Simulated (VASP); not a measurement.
Wanted: the native input for a VASP 6.6.1 run.

```
Task                   : single point
Functional             : PBE
Potentials or basis    : VASP PAW PBE potentials, release 64 (In_d, Ga_d, N)
Cutoff                 : 520 eV
k mesh                 : 12 × 12 × 12
Occupations            : gaussian, width 0.1 eV
Spin                   : no spin polarisation
Dipole correction      : no
Further INCAR settings : ALGO = Normal; EDIFF = 1e-06; NBANDS = 30
```

The structure of In2GaN lies in POSCAR:

```
In2GaN
1.0
    2.4955073882      1.4407818624      5.6607533136
   -2.4955073882      1.4407818624      5.6607533136
    0.0000000000     -2.8815637247      5.6607533136
In Ga N
2 1 1
Direct
    0.1174905336      0.1174905336      0.1174905336
    0.8825094664      0.8825094664      0.8825094664
    0.5000000000      0.5000000000      0.5000000000
    0.0000000000      0.0000000000      0.0000000000
```

The cell was built from a structure type or drawn by symmetry, and may not be a known phase.

The input as run:

INCAR

```
PREC = Accurate
ENCUT = 520
EDIFF = 1E-6
ISMEAR = 0
SIGMA = 0.1
LREAL = False
LASPH = True
NELM = 60
ALGO = Normal
ISIF = 2
LWAVE = False
LCHARG = False
GGA = PE
NBANDS = 30
```

KPOINTS

```
regular mesh
0
Gamma
  12 12 12
```

Potentials or basis: VASP PAW PBE potentials, release 64 (In_d, Ga_d, N).

Command:

```console
$ cat potpaw_PBE.64/In_d/POTCAR potpaw_PBE.64/Ga_d/POTCAR potpaw_PBE.64/N/POTCAR > POTCAR
$ mpirun -np 1 vasp_std > vasp.out
```

Results of the run:

```yaml
Pressure: 0.0 GPa
Largest_force: 0.017 eV/Å
Band_gap_on_the_k_mesh: zero (bands 22 and 23 overlap by 1.32 eV)
```

Caveat: spin-orbit coupling is left out, which moves the levels of the heavy elements.

Wall time 8.5 min on 1 thread of Intel(R) Xeon(R) 6975P-C (Granite Rapids) (shared host), peak memory 0.81 GiB.
